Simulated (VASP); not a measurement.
# Si2Bi2Te (I4/mmm) in VASP: a series of runs

The runs below take Si2Bi2Te through single point, with PBE.

Everything below comes from runs of VASP 6.6.1. Logs are shortened: lines on timing, memory, paths and dates and some standing lists are left out, and cuts for length are marked.

### Step 1. The cell of the first run

It takes space group I4/mmm (No. 139, tetragonal). Conventional cell: a = 6.203 Å, b = 6.203 Å, c = 7.828 Å, α = 90.00°, β = 90.00°, γ = 90.00°. Si (site symmetry 4mm) has 1 Si at 2.25 Å and 1 Te at 2.79 Å within 3.0 Å. Within 4.1 Å of Bi (site symmetry mmm) lie 2 Te at 3.10 Å and 4 Si at 3.30 Å and 2 Bi at 3.91 Å. Te (site symmetry 4/mmm) has 2 Si at 2.79 Å and 4 Bi at 3.10 Å within 3.7 Å.

### Step 2. Single point, PBE

INCAR

```
SYSTEM = Si2Bi2Te
PREC = Accurate
ENCUT = 520
EDIFF = 1E-7
ISMEAR = 0
SIGMA = 0.1
LREAL = .FALSE.
LASPH = .TRUE.
NELM = 60
ALGO = Normal
ISIF = 2
LWAVE = .FALSE.
LCHARG = .FALSE.
GGA = PE
NBANDS = 30
```

KPOINTS

```
regular mesh
0
G
  4 4 4
  0 0 0
```

POSCAR

```
Si2Bi2Te
1.0
   -3.1013570903      3.1013570903      3.9137775726
    3.1013570903     -3.1013570903      3.9137775726
    3.1013570903      3.1013570903     -3.9137775726
Si Bi Te
2 2 1
Direct
    0.8562761950      0.8562761950      0.0000000000
    0.1437238050      0.1437238050      0.0000000000
    0.5000000000      0.0000000000      0.5000000000
    0.0000000000      0.5000000000      0.5000000000
    0.5000000000      0.5000000000      0.0000000000
```

Potentials or basis: VASP PAW PBE potentials, release 64 (Si, Bi_d, Te).

Launch:

```sh
cat potpaw_PBE.64/Si/POTCAR potpaw_PBE.64/Bi_d/POTCAR potpaw_PBE.64/Te/POTCAR > POTCAR
mpirun -np 1 vasp_std > vasp.out
```

OUTCAR:

```text
SYSTEM = Si2Bi2Te
   PREC = Accurate
   ENCUT = 520
   EDIFF = 1E-7
   ISMEAR = 0
   LREAL = .FALSE.
   LASPH = .TRUE.
   NELM = 60
   ISIF = 2
   GGA = PE

 ion  position               nearest neighbor table
   1  0.856  0.856  0.000-   2 2.25   5 2.79   3 3.30   4 3.30   3 3.30   4 3.30
   2  0.144  0.144  0.000-   1 2.25   5 2.79   4 3.30   3 3.30   4 3.30   3 3.30
   3  0.500  0.000  0.500-   5 3.10   5 3.10   2 3.30   2 3.30   1 3.30   1 3.30   4 3.91   4 3.91

   4  0.000  0.500  0.500-   5 3.10   5 3.10   2 3.30   2 3.30   1 3.30   1 3.30   3 3.91   3 3.91

   5  0.500  0.500  0.000-   1 2.79   2 2.79   3 3.10   4 3.10   3 3.10   4 3.10

  LATTYP: Found a body centered tetragonal cell.
 ALAT       =     6.2027141806
 C/A-ratio  =     1.2619564464

  Lattice vectors:

 A1 = (  -3.1013570903,   3.1013570903,   3.9137775726)
 A2 = (   3.1013570903,  -3.1013570903,   3.9137775726)
 A3 = (   3.1013570903,   3.1013570903,  -3.9137775726)

Analysis of symmetry for initial positions (statically):
=====================================================================
 Subroutine PRICEL returns:
 Original cell was already a primitive cell.

 Routine SETGRP: Setting up the symmetry group for a
 body centered tetragonal supercell.

 Subroutine GETGRP returns: Found 16 space group operations
 (whereof 16 operations were pure point group operations)
 out of a pool of 16 trial point group operations.

The static configuration has the point symmetry D_4h.

Analysis of symmetry for dynamics (positions and initial velocities):
=====================================================================
 Subroutine PRICEL returns:
 Original cell was already a primitive cell.

 Routine SETGRP: Setting up the symmetry group for a
 body centered tetragonal supercell.

 Subroutine GETGRP returns: Found 16 space group operations
 (whereof 16 operations were pure point group operations)
 out of a pool of 16 trial point group operations.

The dynamic configuration has the point symmetry D_4h.

 Subroutine INISYM returns: Found 16 space group operations
 (whereof 16 operations are pure point group operations),
 and found     1 'primitive' translations

----------------------------------------------------------------------------------------

                                     Primitive cell

  volume of cell :     150.5774

  direct lattice vectors                    reciprocal lattice vectors
    -3.101357090  3.101357090  3.913777573     0.000000000  0.161219745  0.127753811
     3.101357090 -3.101357090  3.913777573     0.161219745  0.000000000  0.127753811
     3.101357090  3.101357090 -3.913777573     0.161219745  0.161219745  0.000000000

  length of vectors
     5.878306431  5.878306431  5.878306431     0.205700857  0.205700857  0.227999150

  position of ions in fractional coordinates (direct lattice)
     0.856276195  0.856276195  0.000000000
     0.143723805  0.143723805  0.000000000
     0.500000000  0.000000000  0.500000000
     0.000000000  0.500000000  0.500000000
     0.500000000  0.500000000  0.000000000

  ion indices of the primitive-cell ions
   primitive index   ion index
                 1           1
                 2           2
                 3           3
                 4           4
                 5           5

----------------------------------------------------------------------------------------

 KPOINTS: regular mesh

Automatic generation of k-mesh.
 Grid dimensions read from file:
 generate k-points for:    4    4    4

 Generating k-lattice:

  Cartesian coordinates                     Fractional coordinates (reciprocal lattice)
     0.000000000  0.040304936  0.031938453     0.250000000  0.000000000 -0.000000000
     0.040304936  0.000000000  0.031938453     0.000000000  0.250000000 -0.000000000
     0.040304936  0.040304936  0.000000000     0.000000000  0.000000000  0.250000000

  Length of vectors
     0.051425214  0.051425214  0.056999788

  Shift w.r.t. Gamma in fractional coordinates (k-lattice)
     0.000000000  0.000000000  0.000000000

 Subroutine IBZKPT returns following result:
 ===========================================

 Found     13 irreducible k-points:

 Following reciprocal coordinates:
            Coordinates               Weight
  0.000000  0.000000  0.000000      1.000000
  0.250000  0.000000  0.000000      8.000000
  0.500000  0.000000  0.000000      4.000000
  0.250000  0.250000  0.000000      8.000000
  0.500000  0.250000  0.000000     16.000000
 -0.250000  0.250000  0.000000      4.000000
  0.500000  0.500000  0.000000      2.000000
  0.250000  0.250000  0.250000      2.000000
 -0.250000  0.250000  0.250000      4.000000
  0.500000  0.500000  0.250000      4.000000
 -0.250000  0.500000  0.250000      8.000000
 -0.250000 -0.250000  0.250000      2.000000
  0.500000  0.500000  0.500000      1.000000
   k-points           NKPTS =     13   k-points in BZ     NKDIM =     13   number of bands    NBANDS=     30
   number of dos      NEDOS =    301   number of ions     NIONS =      5
   total plane-waves  NPLWV = 110592
   dimension x,y,z NGX =    48 NGY =   48 NGZ =   48
   dimension x,y,z NGXF=    96 NGYF=   96 NGZF=   96
   ions per type =               2   2   1
   NGX,Y,Z   is equivalent  to a cutoff of  13.58, 13.58, 13.58 a.u.
   NGXF,Y,Z  is equivalent  to a cutoff of  27.15, 27.15, 27.15 a.u.
 SYSTEM =  Si2Bi2Te
   PREC   = accura    normal or accurate (medium, high low for compatibility)
   ISTART =      0    job   : 0-new  1-cont  2-samecut
   ICHARG =      2    charge: 1-file 2-atom 10-const
   ISPIN  =      1    spin polarized calculation?
   LNONCOLLINEAR =      F non collinear calculations
   LSORBIT =      F    spin-orbit coupling
   LASPH  =      T    aspherical Exc in radial PAW
   ENCUT  =  520.0 eV  38.22 Ry    6.18 a.u.  10.93 10.93 10.93*2*pi/ulx,y,z
   NELM   =     60;   NELMIN=  2; NELMDL= -5     # of ELM steps
   EDIFF  = 0.1E-06   stopping-criterion for ELM
   LREAL  =      F    real-space projection
   EDIFFG = 0.1E-05   stopping-criterion for IOM
   NSW    =      0    number of steps for IOM
   IBRION =     -1    ionic relax: 0-MD 1-quasi-New 2-CG
   NFREE  =      0    steps in history (QN), initial steepest desc. (CG)
   ISIF   =      2    stress and relaxation
   ISYM   =      2    0-nonsym 1-usesym 2-fastsym
   POTIM  = 0.5000    time-step for ionic-motion
   TEBEG  =    0.0;   TEEND  =   0.0 temperature during run
   PSTRESS=    0.0 pullay stress
   NELECT =      44.0000    total number of electrons
   NUPDOWN=      -1.0000    fix difference up-down
   EMIN   =  10.00;   EMAX   =-10.00  energy-range for DOS
   EFERMI =   0.00;   METHOD = LEGACY
   ISMEAR =     0;   SIGMA  =   0.10  broadening in eV -4-tet -1-fermi 0-gaus
   EFERMI_NEDOS =   21; number of points for ismear=-14 and -15
   IALGO  =     38    algorithm
   IMIX   =      4    mixing-type and parameters
     AMIX     =   0.40;   BMIX     =  1.00
     AMIX_MAG =   1.60;   BMIX_MAG =  1.00
  volume/ion in A,a.u.               =      30.12       203.23
  Fermi-wavevector in a.u.,A,eV,Ry     =   1.086357  2.052917 16.057203  1.180171
  Thomas-Fermi vector in A             =   2.222492
   LORBIT       =      0    0 simple, 1 ext, 2 COOP (PROOUT), +10 PAW based schemes
   GGA     = PE    functional components
   LHFCALC =     F    Hartree Fock is set to
   AEXX    =    0.0000 exact exchange contribution
   IVDW    =     0    specifies the selected vdW correction
   LEPSILON=     F    determine dielectric tensor
   LRPA    =     F    only Hartree local field effects (RPA)
 non-spin polarized calculation
 Gauss-broadening in eV      SIGMA  =   0.10
  energy-cutoff  :      520.00
  volume of cell :      150.58
 maximum number of plane-waves:      4099
 NGX is ok and might be reduce to    48
   NGX = 21   NGY = 21   NGZ = 21

 number of electron      44.0000000 magnetization

 Free energy of the ion-electron system (eV)
  ---------------------------------------------------
  ext. energy  EPLUGINS =         0.00000000
  ---------------------------------------------------
  free energy    TOTEN  =       -19.10865697 eV

  energy without entropy =      -19.09477036  energy(sigma->0) =      -19.10171366

 E-fermi :   6.0912     XC(G=0):  -9.3334

 val. band max:        5.8883854360   @ k =   0.2500   0.2500   0.2500
 cond. band min:       6.1518199650   @ k =   0.5000   0.2500   0.0000
 fundamental gap:      0.2634345290
 Fermi energy:         6.0911561734

 k-point     1 :       0.0000    0.0000    0.0000
  band No.  band energies     occupation
      1     -17.0609      2.00000
      2     -17.0367      2.00000
      3     -17.0308      2.00000
      4     -17.0093      2.00000
      5     -17.0061      2.00000
      6     -17.0061      2.00000
[... 22 lines left out ...]
     29      11.4971      0.00000
     30      11.4971      0.00000

 k-point     2 :       0.2500    0.0000    0.0000
  band No.  band energies     occupation
      1     -17.0567      2.00000
      2     -17.0396      2.00000
      3     -17.0277      2.00000
      4     -17.0125      2.00000
      5     -17.0053      2.00000
      6     -17.0051      2.00000
[... 22 lines left out ...]
     29       9.7526      0.00000
     30      10.8063      0.00000

 k-point     3 :       0.5000    0.0000    0.0000
  band No.  band energies     occupation
      1     -17.0480      2.00000
      2     -17.0471      2.00000
      3     -17.0202      2.00000
      4     -17.0200      2.00000
      5     -17.0044      2.00000
      6     -17.0042      2.00000
[... 22 lines left out ...]
     29      10.0098      0.00000
     30      10.7205      0.00000

 k-point     4 :       0.2500    0.2500    0.0000
  band No.  band energies     occupation
      1     -17.0526      2.00000
      2     -17.0427      2.00000
      3     -17.0253      2.00000
      4     -17.0151      2.00000
      5     -17.0054      2.00000
      6     -17.0033      2.00000
[... 22 lines left out ...]
     29       9.2800      0.00000
     30      10.4895      0.00000

 k-point     5 :       0.5000    0.2500    0.0000
  band No.  band energies     occupation
      1     -17.0495      2.00000
      2     -17.0460      2.00000
      3     -17.0207      2.00000
      4     -17.0199      2.00000
      5     -17.0064      2.00000
      6     -17.0034      2.00000
[... 22 lines left out ...]
     29       8.8665      0.00000
     30      11.2790      0.00000

 k-point     6 :      -0.2500    0.2500    0.0000
  band No.  band energies     occupation
      1     -17.0556      2.00000
      2     -17.0409      2.00000
      3     -17.0259      2.00000
      4     -17.0146      2.00000
      5     -17.0069      2.00000
      6     -17.0047      2.00000
[... 22 lines left out ...]
     29       9.5970      0.00000
     30      10.1525      0.00000

 k-point     7 :       0.5000    0.5000    0.0000
  band No.  band energies     occupation
      1     -17.0507      2.00000
      2     -17.0454      2.00000
      3     -17.0211      2.00000
      4     -17.0199      2.00000
      5     -17.0077      2.00000
      6     -17.0034      2.00000
[... 22 lines left out ...]
     29       8.7844      0.00000
     30      10.7864      0.00000

 k-point     8 :       0.2500    0.2500    0.2500
  band No.  band energies     occupation
      1     -17.0473      2.00000
      2     -17.0473      2.00000
      3     -17.0205      2.00000
      4     -17.0205      2.00000
      5     -17.0065      2.00000
      6     -17.0024      2.00000
[... 22 lines left out ...]
     29       9.1856      0.00000
     30      11.3389      0.00000

 k-point     9 :      -0.2500    0.2500    0.2500
  band No.  band energies     occupation
      1     -17.0508      2.00000
      2     -17.0458      2.00000
      3     -17.0207      2.00000
      4     -17.0196      2.00000
      5     -17.0056      2.00000
      6     -17.0053      2.00000
[... 22 lines left out ...]
     29      10.3803      0.00000
     30      11.4166      0.00000

 k-point    10 :       0.5000    0.5000    0.2500
  band No.  band energies     occupation
      1     -17.0509      2.00000
      2     -17.0461      2.00000
      3     -17.0247      2.00000
      4     -17.0156      2.00000
      5     -17.0061      2.00000
      6     -17.0040      2.00000
[... 22 lines left out ...]
     29       8.4455      0.00000
     30      11.3628      0.00000

 k-point    11 :      -0.2500    0.5000    0.2500
  band No.  band energies     occupation
      1     -17.0536      2.00000
      2     -17.0431      2.00000
      3     -17.0268      2.00000
      4     -17.0132      2.00000
      5     -17.0045      2.00000
      6     -17.0044      2.00000
[... 22 lines left out ...]
     29      10.0278      0.00000
     30      10.6057      0.00000

 k-point    12 :      -0.2500   -0.2500    0.2500
  band No.  band energies     occupation
      1     -17.0580      2.00000
      2     -17.0384      2.00000
      3     -17.0301      2.00000
      4     -17.0098      2.00000
      5     -17.0042      2.00000
      6     -17.0042      2.00000
[... 22 lines left out ...]
     29      10.3789      0.00000
     30      10.3789      0.00000

 k-point    13 :       0.5000    0.5000    0.5000
  band No.  band energies     occupation
      1     -17.0566      2.00000
      2     -17.0418      2.00000
      3     -17.0295      2.00000
      4     -17.0102      2.00000
      5     -17.0046      2.00000
      6     -17.0046      2.00000
[... 22 lines left out ...]
     29      10.5238      0.00000
     30      10.5238      0.00000

------------------------ aborting loop because EDIFF is reached ----------------------------------------

  FORCE on cell =-STRESS in cart. coord.  units (eV):
  Direction    XX          YY          ZZ          XY          YZ          ZX
  --------------------------------------------------------------------------------------
  -------------------------------------------------------------------------------------
  Total       -0.1124927     -0.1124927      0.1633071      0.0000000      0.0000000      0.0000000
  in kB       -1.1969484     -1.1969484      1.7376249      0.0000000      0.0000000      0.0000000
  external PRESSURE =      -0.2187573 kB  Pullay stress =       0.0000000 kB

 VOLUME and BASIS-vectors are now :
 -----------------------------------------------------------------------------
  energy-cutoff  :      520.00
  volume of cell :      150.58
      direct lattice vectors                 reciprocal lattice vectors
    -3.101357090  3.101357090  3.913777573     0.000000000  0.161219745  0.127753811
     3.101357090 -3.101357090  3.913777573     0.161219745  0.000000000  0.127753811
     3.101357090  3.101357090 -3.913777573     0.161219745  0.161219745  0.000000000

 POSITION                                       TOTAL-FORCE (eV/Angst)
 -----------------------------------------------------------------------------------
      0.00000      0.00000      6.70255        -0.000000     -0.000000      0.010973
      0.00000      0.00000      1.12501         0.000000      0.000000     -0.010973
      0.00000      3.10136      0.00000         0.000000      0.000000     -0.000000
      3.10136      0.00000      0.00000         0.000000      0.000000     -0.000000
      0.00000      0.00000      3.91378         0.000000      0.000000     -0.000000
 -----------------------------------------------------------------------------------
    total drift:                               -0.000000     -0.000000      0.000000

  FREE ENERGIE OF THE ION-ELECTRON SYSTEM (eV)
  ---------------------------------------------------
  free  energy   TOTEN  =       -19.1086569655 eV

  energy  without entropy=      -19.0947703573  energy(sigma->0) =      -19.10171366
```

Run time: 63 s. Hardware: 1 thread of Intel Xeon Platinum 8259CL at 2.50GHz (Skylake/Cascade Lake), shared host; peak memory 0.34 GiB.

What came out:

```yaml
Free_energy: -19.1087 eV
Pressure: 0.0 GPa
Largest_force: 0.011 eV/Å
Band_gap_on_the_k_mesh: zero (band 22 reaches 6.56 eV, above the bottom of band 23 at 5.39 eV)
```

Forces in eV/Å, atoms in the order of the input:
```
Si   0.000  0.000  0.011
Si   0.000  0.000 -0.011
Bi   0.000  0.000  0.000
Bi   0.000  0.000  0.000
Te   0.000  0.000  0.000
```

Stress tensor (GPa, compression positive):
```
-0.12  0.00  0.00
 0.00 -0.12  0.00
 0.00  0.00  0.17
```

Caveat: spin-orbit coupling is left out, which moves the levels of the heavy elements.

(Part 1 of 2 ends here.)
